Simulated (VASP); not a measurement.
# MgO (I4mm) in VASP: a series of runs

Runs on MgO. Level: PBE. Tasks: single point.

Program: VASP 6.6.1. These are calculated values, not measurements. Logs are shortened: lines on timing, memory, paths and dates and some standing lists are left out, and cuts for length are marked.

## 1. The cell of the first run

It takes space group I4mm (No. 107, tetragonal). The conventional cell has a = 2.958 Å, b = 2.958 Å, c = 4.183 Å, α = 90.00°, β = 90.00°, γ = 90.00°. Within 2.7 Å of Mg (site symmetry 4mm) lie 6 O at 2.02 to 2.16 Å. Within 2.7 Å of O (site symmetry 4mm) lie 6 Mg at 2.02 to 2.16 Å.

## 2. Single point, PBE

Input file INCAR:

```
PREC     = Accurate       # precision mode
ENCUT    = 600            # plane-wave cutoff, eV
EDIFF    = 1E-6           # SCF threshold, eV
ISMEAR   = 0              # smearing method
SIGMA    = 0.05           # smearing width, eV
LREAL    = False          # projectors in reciprocal space
LASPH    = True           # aspherical terms in the spheres
NELM     = 120            # most SCF steps
ALGO     = Normal         # electronic algorithm
ISIF     = 2              # what is computed and relaxed
LWAVE    = False          # write WAVECAR
LCHARG   = True           # write CHGCAR
GGA      = PE             # functional
LELF     = True           # ELF
LVHAR    = True         
NBANDS   = 11             # bands
GGA_COMPAT= False
```

Input file KPOINTS:

```
regular mesh
0
Gamma
  10 10 10
```

Input file POSCAR:

```
MgO
1.0
    0.0000000000      2.0916941252      2.0916941252
    2.0916941252      0.0000000000      2.0916941252
    2.0916941252      2.0916941252      0.0000000000
Mg O
1 1
Direct
    0.0066530921      0.0066530921     -0.0066530921
    0.4898929056      0.4898929056      0.5101070944
```

Potentials or basis: VASP PAW PBE potentials, release 64 (Mg, O).

Started as:

```sh
cat potpaw_PBE.64/Mg/POTCAR potpaw_PBE.64/O/POTCAR > POTCAR
mpirun -np 1 vasp_std > vasp.out
```

OUTCAR:

```text
PREC = Accurate
   ENCUT = 600
   EDIFF = 1E-6
   ISMEAR = 0
   LREAL = False
   LASPH = True
   NELM = 120
   ISIF = 2
   GGA = PE

 ion  position               nearest neighbor table
   1  0.007  0.007  0.993-   2 2.02   2 2.09   2 2.09   2 2.09   2 2.09   2 2.16
   2  0.490  0.490  0.510-   1 2.02   1 2.09   1 2.09   1 2.09   1 2.09   1 2.16

  LATTYP: Found a face centered cubic cell.
 ALAT       =     4.1833882504

  Lattice vectors:

 A1 = (   0.0000000000,   2.0916941252,   2.0916941252)
 A2 = (   2.0916941252,   0.0000000000,   2.0916941252)
 A3 = (   2.0916941252,   2.0916941252,   0.0000000000)

Analysis of symmetry for initial positions (statically):
=====================================================================
 Subroutine PRICEL returns:
 Original cell was already a primitive cell.

 Routine SETGRP: Setting up the symmetry group for a
 face centered cubic supercell.

 Subroutine GETGRP returns: Found  8 space group operations
 (whereof  8 operations were pure point group operations)
 out of a pool of 48 trial point group operations.

The static configuration has the point symmetry C_4v.

Analysis of symmetry for dynamics (positions and initial velocities):
=====================================================================
 Subroutine PRICEL returns:
 Original cell was already a primitive cell.

 Routine SETGRP: Setting up the symmetry group for a
 face centered cubic supercell.

 Subroutine GETGRP returns: Found  8 space group operations
 (whereof  8 operations were pure point group operations)
 out of a pool of 48 trial point group operations.

The dynamic configuration has the point symmetry C_4v.

 Subroutine INISYM returns: Found  8 space group operations
 (whereof  8 operations are pure point group operations),
 and found     1 'primitive' translations

----------------------------------------------------------------------------------------

                                     Primitive cell

  volume of cell :      18.3031

  direct lattice vectors                    reciprocal lattice vectors
     0.000000000  2.091694125  2.091694125    -0.239040687  0.239040687  0.239040687
     2.091694125  0.000000000  2.091694125     0.239040687 -0.239040687  0.239040687
     2.091694125  2.091694125  0.000000000     0.239040687  0.239040687 -0.239040687

  length of vectors
     2.958102200  2.958102200  2.958102200     0.414030614  0.414030614  0.414030614

  position of ions in fractional coordinates (direct lattice)
     0.006653092  0.006653092  0.993346908
     0.489892906  0.489892906  0.510107094

  ion indices of the primitive-cell ions
   primitive index   ion index
                 1           1
                 2           2

----------------------------------------------------------------------------------------

 KPOINTS: regular mesh

Automatic generation of k-mesh.
 Grid dimensions read from file:
 generate k-points for:   10   10   10

 Generating k-lattice:

  Cartesian coordinates                     Fractional coordinates (reciprocal lattice)
    -0.023904069  0.023904069  0.023904069     0.100000000  0.000000000  0.000000000
     0.023904069 -0.023904069  0.023904069     0.000000000  0.100000000  0.000000000
     0.023904069  0.023904069 -0.023904069     0.000000000  0.000000000  0.100000000

  Length of vectors
     0.041403061  0.041403061  0.041403061

  Shift w.r.t. Gamma in fractional coordinates (k-lattice)
     0.000000000  0.000000000  0.000000000

 Subroutine IBZKPT returns following result:
 ===========================================

 Found    102 irreducible k-points:

 Following reciprocal coordinates:
            Coordinates               Weight
  0.000000  0.000000  0.000000      1.000000
  0.100000  0.000000  0.000000      8.000000
  0.200000  0.000000  0.000000      8.000000
  0.300000  0.000000  0.000000      8.000000
  0.400000  0.000000  0.000000      8.000000
  0.500000  0.000000  0.000000      4.000000
[... 16 lines left out ...]
 -0.100000  0.100000  0.000000      4.000000
  0.000000 -0.100000  0.100000      8.000000
 [... further k-points ...]
   k-points           NKPTS =    102   k-points in BZ     NKDIM =    102   number of bands    NBANDS=     11
   number of dos      NEDOS =    301   number of ions     NIONS =      2
   total plane-waves  NPLWV =  13824
   dimension x,y,z NGX =    24 NGY =   24 NGZ =   24
   dimension x,y,z NGXF=    48 NGYF=   48 NGZF=   48
   ions per type =               1   1
   NGX,Y,Z   is equivalent  to a cutoff of  13.49, 13.49, 13.49 a.u.
   NGXF,Y,Z  is equivalent  to a cutoff of  26.98, 26.98, 26.98 a.u.
 SYSTEM =  unknown system
   PREC   = accura    normal or accurate (medium, high low for compatibility)
   ISTART =      0    job   : 0-new  1-cont  2-samecut
   ICHARG =      2    charge: 1-file 2-atom 10-const
   ISPIN  =      1    spin polarized calculation?
   LNONCOLLINEAR =      F non collinear calculations
   LSORBIT =      F    spin-orbit coupling
   LASPH  =      T    aspherical Exc in radial PAW
   ENCUT  =  600.0 eV  44.10 Ry    6.64 a.u.   5.91  5.91  5.91*2*pi/ulx,y,z
   NELM   =    120;   NELMIN=  2; NELMDL= -5     # of ELM steps
   EDIFF  = 0.1E-05   stopping-criterion for ELM
   LREAL  =      F    real-space projection
   EDIFFG = 0.1E-04   stopping-criterion for IOM
   NSW    =      0    number of steps for IOM
   IBRION =     -1    ionic relax: 0-MD 1-quasi-New 2-CG
   NFREE  =      0    steps in history (QN), initial steepest desc. (CG)
   ISIF   =      2    stress and relaxation
   ISYM   =      2    0-nonsym 1-usesym 2-fastsym
   POTIM  = 0.5000    time-step for ionic-motion
   TEBEG  =    0.0;   TEEND  =   0.0 temperature during run
   PSTRESS=    0.0 pullay stress
   NELECT =       8.0000    total number of electrons
   NUPDOWN=      -1.0000    fix difference up-down
   EMIN   =  10.00;   EMAX   =-10.00  energy-range for DOS
   EFERMI =   0.00;   METHOD = LEGACY
   ISMEAR =     0;   SIGMA  =   0.05  broadening in eV -4-tet -1-fermi 0-gaus
   EFERMI_NEDOS =   21; number of points for ismear=-14 and -15
   IALGO  =     38    algorithm
   IMIX   =      4    mixing-type and parameters
     AMIX     =   0.40;   BMIX     =  1.00
     AMIX_MAG =   1.60;   BMIX_MAG =  1.00
  volume/ion in A,a.u.               =       9.15        61.76
  Fermi-wavevector in a.u.,A,eV,Ry     =   1.242405  2.347806 21.001560  1.543571
  Thomas-Fermi vector in A             =   2.376761
   LORBIT       =      0    0 simple, 1 ext, 2 COOP (PROOUT), +10 PAW based schemes
   GGA     = PE    functional components
   LHFCALC =     F    Hartree Fock is set to
   AEXX    =    0.0000 exact exchange contribution
   IVDW    =     0    specifies the selected vdW correction
   LEPSILON=     F    determine dielectric tensor
   LRPA    =     F    only Hartree local field effects (RPA)
 non-spin polarized calculation
 Gauss-broadening in eV      SIGMA  =   0.05
  energy-cutoff  :      600.00
  volume of cell :       18.30
 maximum number of plane-waves:       620
   NGX = 11   NGY = 11   NGZ = 11

 number of electron       7.9999997 magnetization

 Free energy of the ion-electron system (eV)
  ---------------------------------------------------
  ext. energy  EPLUGINS =         0.00000000
  ---------------------------------------------------
  free energy    TOTEN  =       -11.87979151 eV

  energy without entropy =      -11.87979151  energy(sigma->0) =      -11.87979151

 E-fermi :   3.6547     XC(G=0): -11.1739

 val. band max:        3.3356334789   @ k =   0.0000   0.0000   0.0000
 cond. band min:       8.2635911795   @ k =   0.0000   0.0000   0.0000
 fundamental gap:      4.9279577006
 Fermi energy:         3.6546610607

 k-point     1 :       0.0000    0.0000    0.0000
  band No.  band energies     occupation
      1     -14.0306      2.00000
      2       3.3290      2.00000
      3       3.3356      2.00000
      4       3.3356      2.00000
      5       8.2636      0.00000
      6      19.2676      0.00000
      7      19.2790      0.00000
      8      19.2790      0.00000
      9      23.2165      0.00000
     10      25.0316      0.00000
     11      25.0465      0.00000

 k-point     2 :       0.1000    0.0000    0.0000
  band No.  band energies     occupation
      1     -13.9213      2.00000
      2       2.6771      2.00000
      3       3.2639      2.00000
      4       3.2662      2.00000
      5       8.8893      0.00000
      6      18.0086      0.00000
      7      19.5197      0.00000
      8      19.5246      0.00000
      9      24.3313      0.00000
     10      24.3442      0.00000
     11      24.9278      0.00000

 k-point     3 :       0.2000    0.0000    0.0000
  band No.  band energies     occupation
      1     -13.6204      2.00000
      2       1.3388      2.00000
      3       3.0880      2.00000
      4       3.0904      2.00000
      5      10.0833      0.00000
      6      16.4945      0.00000
      7      20.0190      0.00000
      8      20.0267      0.00000
      9      23.6514      0.00000
     10      23.6761      0.00000
     11      25.9448      0.00000

 k-point     4 :       0.3000    0.0000    0.0000
  band No.  band energies     occupation
      1     -13.2131      2.00000
      2      -0.0098      2.00000
      3       2.8810      2.00000
      4       2.8834      2.00000
      5      11.0021      0.00000
      6      15.8372      0.00000
      7      20.1688      0.00000
      8      20.1693      0.00000
      9      24.1016      0.00000
     10      24.1180      0.00000
     11      25.3370      0.00000
[... 239 lines left out ...]
 k-point    22 :       0.0000   -0.2000    0.1000
  band No.  band energies     occupation
      1     -13.4139      2.00000
      2       0.7942      2.00000
      3       2.6579      2.00000
      4       3.0430      2.00000
      5      10.8339      0.00000
      6      15.8951      0.00000
      7      19.6255      0.00000
      8      20.6192      0.00000
      9      22.4242      0.00000
     10      24.5198      0.00000
     11      26.9784      0.00000

 k-point    23 :      -0.1000    0.1000    0.0000
  band No.  band energies     occupation
      1     -13.7490      2.00000
      2       1.9495      2.00000
      3       2.9946      2.00000
      4       3.2132      2.00000
      5       9.6919      0.00000
      6      16.9154      0.00000
      7      19.7196      0.00000
      8      19.9500      0.00000
      9      23.0046      0.00000
     10      24.4502      0.00000
     11      26.5264      0.00000

 k-point    24 :       0.0000   -0.1000    0.1000
  band No.  band energies     occupation
      1     -13.7490      2.00000
      2       1.9516      2.00000
      3       2.9948      2.00000
      4       3.2112      2.00000
      5       9.6878      0.00000
      6      16.9215      0.00000
      7      19.7119      0.00000
      8      19.9553      0.00000
      9      23.0352      0.00000
     10      24.4468      0.00000
     11      26.4871      0.00000

 [... further k-points ...]

------------------------ aborting loop because EDIFF is reached ----------------------------------------

  FORCE on cell =-STRESS in cart. coord.  units (eV):
  Direction    XX          YY          ZZ          XY          YZ          ZX
  --------------------------------------------------------------------------------------
  -------------------------------------------------------------------------------------
  Total        0.8143410      0.8143410      1.0389718      0.0000000      0.0000000      0.0000000
  in kB       71.2840477     71.2840477     90.9472973      0.0000000      0.0000000      0.0000000
  external PRESSURE =      77.8384643 kB  Pullay stress =       0.0000000 kB

 VOLUME and BASIS-vectors are now :
 -----------------------------------------------------------------------------
  energy-cutoff  :      600.00
  volume of cell :       18.30
      direct lattice vectors                 reciprocal lattice vectors
     0.000000000  2.091694125  2.091694125    -0.239040687  0.239040687  0.239040687
     2.091694125  0.000000000  2.091694125     0.239040687 -0.239040687  0.239040687
     2.091694125  2.091694125  0.000000000     0.239040687  0.239040687 -0.239040687

 POSITION                                       TOTAL-FORCE (eV/Angst)
 -----------------------------------------------------------------------------------
      2.09169      2.09169      0.02783         0.000000      0.000000     -0.442077
      2.09169      2.09169      2.04941         0.000000      0.000000      0.442077
 -----------------------------------------------------------------------------------
    total drift:                               -0.000000     -0.000000      0.000125

  FREE ENERGIE OF THE ION-ELECTRON SYSTEM (eV)
  ---------------------------------------------------
  free  energy   TOTEN  =       -11.8797915137 eV

  energy  without entropy=      -11.8797915137  energy(sigma->0) =      -11.87979151
```

Run time: 14 s. Hardware: 1 thread of Intel Xeon Platinum 8259CL at 2.50GHz (Skylake/Cascade Lake), shared host; peak memory 0.16 GiB.

What came out:

| Property | Result |
| --- | --- |
| Free energy | -11.8798 eV |
| Pressure | 7.8 GPa |
| Largest force | 0.442 eV/Å |
| Band gap on the k mesh | 4.93 eV, direct |

Forces on the atoms (eV/Å):
```
Mg   0.000  0.000 -0.442
O    0.000  0.000  0.442
```

Levels at points of the mesh, in eV from the valence-band top:
```
           k point  band 1  band 2  band 3  band 4  band 5  band 6  band 7  band 8
(0.00, 0.00, 0.00)  -17.37   -0.01    0.00    0.00    4.93   15.93   15.94   15.94
(0.50, 0.00, 0.00)  -16.03   -4.70   -0.67   -0.67    8.03   12.82   16.52   16.55
(0.50, 0.50, 0.00)  -15.77   -4.16   -1.37   -1.37    9.15   10.16   13.33   19.30
(0.00, 0.50, 0.50)  -15.77   -4.16   -1.38   -1.37    9.17   10.17   13.33   19.28
```

As with any semilocal functional, this PBE gap is likely too small.

## 3. Single point, PBE

This run uses another cell than the first one, of 9.39 Å³/atom, 1.026 times its volume.

Input file INCAR:

```
  PREC = Accurate
  ENCUT = 600
  EDIFF = 1E-6
  ISMEAR = 0
  SIGMA = 0.05
  LREAL = F
  LASPH = T
  NELM = 120
  ALGO = Normal
  ISIF = 2
  LWAVE = F
  LCHARG = F
  GGA = PE
  NBANDS = 11
  GGA_COMPAT = F
```

Input file KPOINTS:

```
Automatic mesh
0
Gamma
  10 10 10
```

Input file POSCAR:

```
MgO
1.0
    0.0000000000      2.1095627621      2.1095627621
    2.1095627621      0.0000000000      2.1095627621
    2.1095627621      2.1095627621      0.0000000000
Mg O
1 1
Direct
    0.0066530921      0.0066530921     -0.0066530921
    0.4898929056      0.4898929056      0.5101070944
```

Potentials or basis: VASP PAW PBE potentials, release 64 (Mg, O).

Started as:

```sh
cat potpaw_PBE.64/Mg/POTCAR potpaw_PBE.64/O/POTCAR > POTCAR
mpirun -np 1 vasp_std > vasp.out
```

It took 13 s on 1 thread of Intel Xeon Platinum 8259CL at 2.50GHz (Skylake/Cascade Lake), shared host; peak memory 0.16 GiB.

It converged, with:

```
Free energy            : -11.8974 eV
Pressure               : 3.3 GPa
Largest force          : 0.396 eV/Å
Band gap on the k mesh : 4.68 eV, direct
```

Forces in eV/Å, atoms in the order of the input:
```
Mg   0.000  0.000 -0.396
O    0.000  0.000  0.396
```

Stress tensor (GPa, compression positive):
```
2.73 0.00 0.00
0.00 2.73 0.00
0.00 0.00 4.53
```

Levels at points of the mesh, in eV from the valence-band top:
```csv
k point,band 1,band 2,band 3,band 4,band 5,band 6,band 7,band 8,band 9
"(0.00, 0.00, 0.00)",-17.23,-0.01,0.00,0.00,4.68,15.79,15.80,15.80,19.67
"(0.50, 0.00, 0.00)",-15.97,-4.59,-0.65,-0.64,7.87,12.53,16.26,16.28,20.81
"(0.50, 0.50, 0.00)",-15.71,-4.05,-1.34,-1.34,9.12,9.88,13.06,18.90,18.90
"(0.00, 0.50, 0.50)",-15.71,-4.06,-1.34,-1.34,9.14,9.89,13.05,18.89,18.94
```

## 4. Single point, PBE

This run uses another cell than the first one, of 9.63 Å³/atom, 1.052 times its volume.

Input file INCAR:

```
PREC = Accurate ; ENCUT = 600
EDIFF = 1E-6 ; ISMEAR = 0
SIGMA = 0.05 ; LREAL = False
LASPH = True ; NELM = 120
ALGO = Normal ; ISIF = 2
LWAVE = False ; LCHARG = False
GGA = PE ; NBANDS = 11
GGA_COMPAT = False
```

KPOINTS is that of step 3.

Input file POSCAR:

```
MgO
1.0
    0.0000000000      2.1272186771      2.1272186771
    2.1272186771      0.0000000000      2.1272186771
    2.1272186771      2.1272186771      0.0000000000
Mg O
1 1
Direct
    0.0066530921      0.0066530921     -0.0066530921
    0.4898929056      0.4898929056      0.5101070944
```

Potentials or basis: VASP PAW PBE potentials, release 64 (Mg, O).

Started as:

```sh
cat potpaw_PBE.64/Mg/POTCAR potpaw_PBE.64/O/POTCAR > POTCAR
mpirun -np 1 vasp_std > vasp.out
```

OUTCAR:

```text
PREC = Accurate
   ENCUT = 600
   EDIFF = 1E-6
   ISMEAR = 0
   LREAL = False
   LASPH = True
   NELM = 120
   ISIF = 2
   GGA = PE

 ion  position               nearest neighbor table
   1  0.007  0.007  0.993-   2 2.06   2 2.13   2 2.13   2 2.13   2 2.13   2 2.20
   2  0.490  0.490  0.510-   1 2.06   1 2.13   1 2.13   1 2.13   1 2.13   1 2.20

  LATTYP: Found a face centered cubic cell.
 ALAT       =     4.2544373542

  Lattice vectors:

 A1 = (   0.0000000000,   2.1272186771,   2.1272186771)
[... 522 lines left out ...]
------------------------ aborting loop because EDIFF is reached ----------------------------------------

  FORCE on cell =-STRESS in cart. coord.  units (eV):
  Direction    XX          YY          ZZ          XY          YZ          ZX
  --------------------------------------------------------------------------------------
  -------------------------------------------------------------------------------------
  Total       -0.1386479     -0.1386479      0.0590158      0.0000000     -0.0000000      0.0000000
  in kB      -11.5387189    -11.5387189      4.9114849      0.0000000     -0.0000000      0.0000000
  external PRESSURE =      -6.0553176 kB  Pullay stress =       0.0000000 kB

 VOLUME and BASIS-vectors are now :
 -----------------------------------------------------------------------------
  energy-cutoff  :      600.00
  volume of cell :       19.25
      direct lattice vectors                 reciprocal lattice vectors
     0.000000000  2.127218677  2.127218677    -0.235048707  0.235048707  0.235048707
     2.127218677  0.000000000  2.127218677     0.235048707 -0.235048707  0.235048707
     2.127218677  2.127218677  0.000000000     0.235048707  0.235048707 -0.235048707

 POSITION                                       TOTAL-FORCE (eV/Angst)
 -----------------------------------------------------------------------------------
      2.12722      2.12722      0.02831         0.000000      0.000000     -0.353348
      2.12722      2.12722      2.08422         0.000000      0.000000      0.353348
 -----------------------------------------------------------------------------------
    total drift:                               -0.000000     -0.000000     -0.000071

  FREE ENERGIE OF THE ION-ELECTRON SYSTEM (eV)
  ---------------------------------------------------
  free  energy   TOTEN  =       -11.9024590852 eV

  energy  without entropy=      -11.9024590852  energy(sigma->0) =      -11.90245909
```

Run time: 11 s. Hardware: 1 thread of Intel Xeon Platinum 8259CL at 2.50GHz (Skylake/Cascade Lake), shared host; peak memory 0.16 GiB.

What came out:

```yaml
Free_energy: -11.9025 eV
Pressure: -0.6 GPa
Largest_force: 0.353 eV/Å
Band_gap_on_the_k_mesh: 4.44 eV, direct
```

Forces in eV/Å, atoms in the order of the input:
```
Mg   0.000  0.000 -0.353
O    0.000  0.000  0.353
```

Stress tensor (GPa, compression positive):
```
-1.15  0.00  0.00
 0.00 -1.15  0.00
 0.00  0.00  0.49
```

## 5. Summary

| cell | gap on the mesh (eV) | pressure (GPa) | largest force (eV/Å) |
| --- | --- | --- | --- |
| a = 2.958 Å, angles 60.0°, 2 atoms | 4.93 | 7.8 | 0.44 |
| a = 2.983 Å, angles 60.0°, 2 atoms | 4.68 | 3.3 | 0.40 |
| a = 3.008 Å, angles 60.0°, 2 atoms | 4.44 | -0.6 | 0.35 |

Alike in all rows: task single point; level PBE; potentials or basis VASP PAW PBE potentials, release 64 (Mg, O); no spin polarisation; k mesh 10 × 10 × 10; cutoff (eV) 600; smearing gaussian 0.05 eV.

Absolute energies hang on the potentials; compare differences alone.
